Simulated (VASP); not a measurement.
# C (Fd-3m) in VASP: elastic constants with PBEsol

Aim: the elastic constants of C with PBEsol.

All numbers are computed with VASP 6.6.1; they aren't measurements. Logs are shortened: lines on timing, memory, paths and dates and some standing lists are left out, and cuts for length are marked.

### Step 1. The cell of the first run

It takes space group Fd-3m (No. 227, cubic). The conventional cell has a = 3.554 Å, b = 3.554 Å, c = 3.554 Å, α = 90.00°, β = 90.00°, γ = 90.00°. Within 2.1 Å of C (site symmetry -43m) lie 4 C at 1.54 Å.

### Step 2. Elastic constants, PBEsol

Contents of INCAR:

```
PREC = Accurate
ENCUT = 600
EDIFF = 1E-8
ISMEAR = 0
SIGMA = 0.01
LREAL = False
LASPH = True
NELM = 100
ALGO = Normal
ISIF = 3
LWAVE = False
LCHARG = False
GGA = PS
IBRION = 6
NFREE = 2
POTIM = 0.015
NSW = 1
```

Contents of KPOINTS:

```
regular mesh
0
Gamma
  12 12 12
```

Contents of POSCAR:

```
C
1.0
    1.7769037248      1.7769037248      0.0000000000
   -1.7769037248      1.7769037248      0.0000000000
    0.0000000000      1.7769037248      1.7769037248
C
2
Direct
    0.5000000000      0.5000000000      0.0000000000
    0.7500000000      0.2500000000      0.5000000000
```

Potentials or basis: VASP PAW PBE potentials, release 64 (C).

Command:

```sh
cat potpaw_PBE.64/C/POTCAR > POTCAR
mpirun -np 1 vasp_std > vasp.out
```

OUTCAR:

```text
PREC = Accurate
   ENCUT = 600
   EDIFF = 1E-8
   ISMEAR = 0
   LREAL = False
   LASPH = True
   NELM = 100
   ISIF = 3
   GGA = PS
   IBRION = 6
   NFREE = 2
   POTIM = 0.015
   NSW = 1

 ion  position               nearest neighbor table
   1  0.500  0.500  0.000-   2 1.54   2 1.54   2 1.54   2 1.54
   2  0.750  0.250  0.500-   1 1.54   1 1.54   1 1.54   1 1.54

  LATTYP: Found a face centered cubic cell.
 ALAT       =     3.5538074496

  Lattice vectors:

 A1 = (   0.0000000000,   1.7769037248,   1.7769037248)
 A2 = (   1.7769037248,   0.0000000000,   1.7769037248)
 A3 = (   1.7769037248,   1.7769037248,   0.0000000000)

Analysis of symmetry for initial positions (statically):
=====================================================================
 Subroutine PRICEL returns:
 Original cell was already a primitive cell.

 Routine SETGRP: Setting up the symmetry group for a
 face centered cubic supercell.

 Subroutine GETGRP returns: Found 48 space group operations
 (whereof 24 operations were pure point group operations)
 out of a pool of 48 trial point group operations.

The static configuration has the point symmetry T_d .
 The point group associated with its full space group is O_h .

Analysis of symmetry for dynamics (positions and initial velocities):
=====================================================================
 Subroutine PRICEL returns:
 Original cell was already a primitive cell.

 Routine SETGRP: Setting up the symmetry group for a
 face centered cubic supercell.

 Subroutine GETGRP returns: Found 48 space group operations
 (whereof 24 operations were pure point group operations)
 out of a pool of 48 trial point group operations.

The dynamic configuration has the point symmetry T_d .
 The point group associated with its full space group is O_h .

 Subroutine INISYM returns: Found 48 space group operations
 (whereof 24 operations are pure point group operations),
 and found     1 'primitive' translations

----------------------------------------------------------------------------------------

                                     Primitive cell

  volume of cell :      11.2207

  direct lattice vectors                    reciprocal lattice vectors
     1.776903725  1.776903725  0.000000000     0.281388346  0.281388346 -0.281388346
    -1.776903725  1.776903725  0.000000000    -0.281388346  0.281388346 -0.281388346
     0.000000000  1.776903725  1.776903725     0.000000000  0.000000000  0.562776692

  length of vectors
     2.512921347  2.512921347  2.512921347     0.487378912  0.487378912  0.562776692

  position of ions in fractional coordinates (direct lattice)
     0.500000000  0.500000000  0.000000000
     0.750000000  0.250000000  0.500000000

  ion indices of the primitive-cell ions
   primitive index   ion index
                 1           1
                 2           2

----------------------------------------------------------------------------------------

 KPOINTS: regular mesh

Automatic generation of k-mesh.
 Grid dimensions read from file:
 generate k-points for:   12   12   12

 Generating k-lattice:

  Cartesian coordinates                     Fractional coordinates (reciprocal lattice)
     0.023449029  0.023449029 -0.023449029     0.083333333  0.000000000  0.000000000
    -0.023449029  0.023449029 -0.023449029     0.000000000  0.083333333  0.000000000
     0.000000000  0.000000000  0.046898058     0.000000000  0.000000000  0.083333333

  Length of vectors
     0.040614909  0.040614909  0.046898058

  Shift w.r.t. Gamma in fractional coordinates (k-lattice)
     0.000000000  0.000000000  0.000000000

 Subroutine IBZKPT returns following result:
 ===========================================

 Found     72 irreducible k-points:

 Following reciprocal coordinates:
            Coordinates               Weight
  0.000000  0.000000  0.000000      1.000000
  0.083333  0.000000  0.000000      8.000000
  0.166667  0.000000  0.000000      8.000000
  0.250000  0.000000  0.000000      8.000000
  0.333333  0.000000  0.000000      8.000000
  0.416667  0.000000  0.000000      8.000000
[... 16 lines left out ...]
  0.500000  0.166667  0.000000     24.000000
 -0.416667  0.166667  0.000000     24.000000
 [... further k-points ...]
   k-points           NKPTS =     72   k-points in BZ     NKDIM =     72   number of bands    NBANDS=      8
[... 21 lines left out ...]
   IBRION =      6    ionic relax: 0-MD 1-quasi-New 2-CG
   NFREE  =      2    steps in history (QN), initial steepest desc. (CG)
   ISIF   =      3    stress and relaxation
   ISYM   =      2    0-nonsym 1-usesym 2-fastsym
   POTIM  = 0.0150    time-step for ionic-motion
   TEBEG  =    0.0;   TEEND  =   0.0 temperature during run
   PSTRESS=    0.0 pullay stress
   NELECT =       8.0000    total number of electrons
   NUPDOWN=      -1.0000    fix difference up-down
   EMIN   =  10.00;   EMAX   =-10.00  energy-range for DOS
   EFERMI =   0.00;   METHOD = LEGACY
   ISMEAR =     0;   SIGMA  =   0.01  broadening in eV -4-tet -1-fermi 0-gaus
   EFERMI_NEDOS =   21; number of points for ismear=-14 and -15
   IALGO  =     38    algorithm
   IMIX   =      4    mixing-type and parameters
     AMIX     =   0.40;   BMIX     =  1.00
     AMIX_MAG =   1.60;   BMIX_MAG =  1.00
  volume/ion in A,a.u.               =       5.61        37.86
  Fermi-wavevector in a.u.,A,eV,Ry     =   1.462506  2.763735 29.101817  2.138923
  Thomas-Fermi vector in A             =   2.578711
   LORBIT       =      0    0 simple, 1 ext, 2 COOP (PROOUT), +10 PAW based schemes
   GGA     = PS    functional components
   LHFCALC =     F    Hartree Fock is set to
   AEXX    =    0.0000 exact exchange contribution
   IVDW    =     0    specifies the selected vdW correction
   LEPSILON=     F    determine dielectric tensor
   LRPA    =     F    only Hartree local field effects (RPA)
 finite differences with symmetry
 non-spin polarized calculation
 Gauss-broadening in eV      SIGMA  =   0.01
  energy-cutoff  :      600.00
  volume of cell :       11.22
 maximum number of plane-waves:       388
   NGX =  9   NGY =  9   NGZ =  9

--------------------------------------- Ionic step        1  -------------------------------------------

 number of electron       7.9999999 magnetization

 Free energy of the ion-electron system (eV)
  ---------------------------------------------------
  ext. energy  EPLUGINS =         0.00000000
  ---------------------------------------------------
  free energy    TOTEN  =       -19.25424658 eV

  energy without entropy =      -19.25424658  energy(sigma->0) =      -19.25424658

------------------------ aborting loop because EDIFF is reached ----------------------------------------

  FORCE on cell =-STRESS in cart. coord.  units (eV):
  Direction    XX          YY          ZZ          XY          YZ          ZX
  --------------------------------------------------------------------------------------
  -------------------------------------------------------------------------------------
  Total        0.0308639      0.0308639      0.0308639      0.0000000     -0.0000000      0.0000000
  in kB        4.4069710      4.4069710      4.4069710      0.0000000     -0.0000000      0.0000000
  external PRESSURE =       4.4069710 kB  Pullay stress =       0.0000000 kB
[... 89 lines left out ...]
  FREE ENERGIE OF THE ION-ELECTRON SYSTEM (eV)
  ---------------------------------------------------
  free  energy   TOTEN  =       -19.2452436529 eV

  energy  without entropy=      -19.2452436529  energy(sigma->0) =      -19.24524365

[... ionic steps 4 to 12 ...]

--------------------------------------- Ionic step       13  -------------------------------------------

 number of electron       7.9999999 magnetization

 E-fermi :   9.9286     XC(G=0): -13.4866

 val. band max:        9.8710494780   @ k =   0.0000   0.0000   0.0000
 cond. band min:      13.9104631045   @ k =   0.3333   0.3333   0.3333
 fundamental gap:      4.0394136265
 Fermi energy:         9.9285625920

 k-point     1 :       0.0000    0.0000    0.0000
  band No.  band energies     occupation
      1     -11.8028      2.00000
      2       9.8622      2.00000
      3       9.8635      2.00000
      4       9.8710      2.00000
      5      15.2052      0.00000
      6      15.4228      0.00000
      7      15.6686      0.00000
      8      23.4995      0.00000
[... 324 lines left out ...]
--------------------------------------- Ionic step       15  -------------------------------------------

 number of electron       7.9999999 magnetization

 Free energy of the ion-electron system (eV)
  ---------------------------------------------------
  ext. energy  EPLUGINS =         0.00000000
  ---------------------------------------------------
  free energy    TOTEN  =       -19.24998278 eV

  energy without entropy =      -19.24998278  energy(sigma->0) =      -19.24998278

 E-fermi :  10.1443     XC(G=0): -13.4867

 val. band max:       10.0983463074   @ k =   0.0000   0.0000   0.0000
 cond. band min:      13.9226857061   @ k =   0.0000   0.0000  -0.3333
 fundamental gap:      3.8243393987
 Fermi energy:        10.1442916767

 k-point     1 :       0.0000    0.0000    0.0000
  band No.  band energies     occupation
      1     -11.8024      2.00000
      2       9.6340      2.00000
      3       9.8694      2.00000
      4      10.0983      2.00000
      5      15.2330      0.00000
      6      15.4315      0.00000
      7      15.6411      0.00000
      8      23.4825      0.00000
[... 282 lines left out ...]
  FREE ENERGIE OF THE ION-ELECTRON SYSTEM (eV)
  ---------------------------------------------------
  free  energy   TOTEN  =       -19.2499827754 eV

  energy  without entropy=      -19.2499827754  energy(sigma->0) =      -19.24998278

 INTERNAL STRAIN TENSORS FROM STRAINED CELLS
 ============================================

 INTERNAL STRAIN TENSOR FOR ION    1 for displacements in x,y,z  (eV/Angst):
          X           Y           Z          XY          YZ          ZX
  --------------------------------------------------------------------------------
  x     0.00000    -0.00000    -0.00000     0.00000     4.06250    -0.00000
  y     0.00000     0.00000    -0.00000     0.00000     0.00000     4.06368
  z     0.00000     0.00000     0.00000     4.06385     0.00000     0.00000

 INTERNAL STRAIN TENSORS FROM DISPLACED ATOMS
 ============================================

 INTERNAL STRAIN TENSOR FOR ION    1 for displacements in x,y,z  (eV/Angst):
          X           Y           Z          XY          YZ          ZX
  --------------------------------------------------------------------------------
  x     0.00000     0.00000     0.00000    -0.00000     4.06105     0.00000
  y     0.00000    -0.00000     0.00000     0.00000    -0.00000     4.06105
  z     0.00000     0.00000     0.00000     4.06105     0.00000     0.00000

 INTERNAL STRAIN TENSOR FOR ION    2 for displacements in x,y,z  (eV/Angst):
          X           Y           Z          XY          YZ          ZX
  --------------------------------------------------------------------------------
  x    -0.00000     0.00000     0.00000     0.00000    -4.06105    -0.00000
  y     0.00000     0.00000     0.00000    -0.00000     0.00000    -4.06105
  z     0.00000     0.00000    -0.00000    -4.06105    -0.00000    -0.00000

 Eigenvectors and eigenvalues of the dynamical matrix
 ----------------------------------------------------

   1 f  =   39.269208 THz   246.735709 2PiTHz 1309.879773 cm-1   162.404321 meV
             X         Y         Z           dx          dy          dz
      0.000000  1.776904  0.000000     0.000000   -0.707107    0.000000
      0.888452  2.665356  0.888452     0.000000    0.707107    0.000000
[... 21 lines left out ...]
   6 f  =    0.000000 THz     0.000000 2PiTHz    0.000000 cm-1     0.000000 meV
             X         Y         Z           dx          dy          dz
      0.000000  1.776904  0.000000     0.000000    0.000000    0.707107
      0.888452  2.665356  0.888452     0.000000    0.000000    0.707107

--------------------------------------------------------------------------------------------------------

 ELASTIC MODULI CONTR FROM IONIC RELAXATION (kBar)
 Direction    XX          YY          ZZ          XY          YZ          ZX
 --------------------------------------------------------------------------------
 XX          -0.0000      0.0000      0.0000      0.0000     -0.0000     -0.0000
 YY           0.0000     -0.0000      0.0000      0.0000     -0.0000      0.0000
 ZZ           0.0000      0.0000     -0.0000     -0.0000     -0.0000     -0.0000
 XY           0.0000      0.0000     -0.0000    -62.1462     -0.0000     -0.0000
 YZ          -0.0000     -0.0000     -0.0000     -0.0000    -62.1462     -0.0000
 ZX          -0.0000      0.0000     -0.0000     -0.0000     -0.0000    -62.1462
 --------------------------------------------------------------------------------

 TOTAL ELASTIC MODULI (kBar)
 Direction    XX          YY          ZZ          XY          YZ          ZX
 --------------------------------------------------------------------------------
 XX       10696.6744   1406.6995   1406.6995      0.0000     -0.0000     -0.0000
 YY        1406.6995  10696.6744   1406.6995      0.0000     -0.0000      0.0000
 ZZ        1406.6995   1406.6995  10696.6744      0.0000     -0.0000      0.0000
 XY           0.0000      0.0000      0.0000   5755.8798     -0.0000     -0.0000
 YZ          -0.0000     -0.0000     -0.0000     -0.0000   5755.8798     -0.0000
 ZX          -0.0000      0.0000      0.0000     -0.0000     -0.0000   5755.8798
 --------------------------------------------------------------------------------
```

Run time: 3.4 min. Hardware: 1 thread of Intel Xeon Platinum 8259CL at 2.50GHz (Skylake/Cascade Lake), shared host; peak memory 0.19 GiB.

Results:

```
Elastic constants C11, C12, C44 : 1070, 141, 576 GPa
Voigt bulk modulus              : 450 GPa
Highest phonon frequency at Γ   : 1310 cm⁻¹
```

Phonon frequencies in cm⁻¹ (negative: imaginary):
| q point | frequencies |
| --- | --- |
| (0.000, 0.000, 0.000) | 0 0 0 1310 1310 1310 |

Elastic tensor in Voigt notation (GPa, in the Cartesian axes of the cell as first typed):
```
1070  141  141    0    0    0
 141 1070  141    0    0    0
 141  141 1070    0    0    0
   0    0    0  576    0    0
   0    0    0    0  576    0
   0    0    0    0    0  576
```

Clamped-ion elastic tensor (GPa):
```
1070  141  141    0    0    0
 141 1070  141    0    0    0
 141  141 1070    0    0    0
   0    0    0  582    0    0
   0    0    0    0  582    0
   0    0    0    0    0  582
```

Caveat: the PAW data sets were made with another functional, which shifts forces and pressure a little.
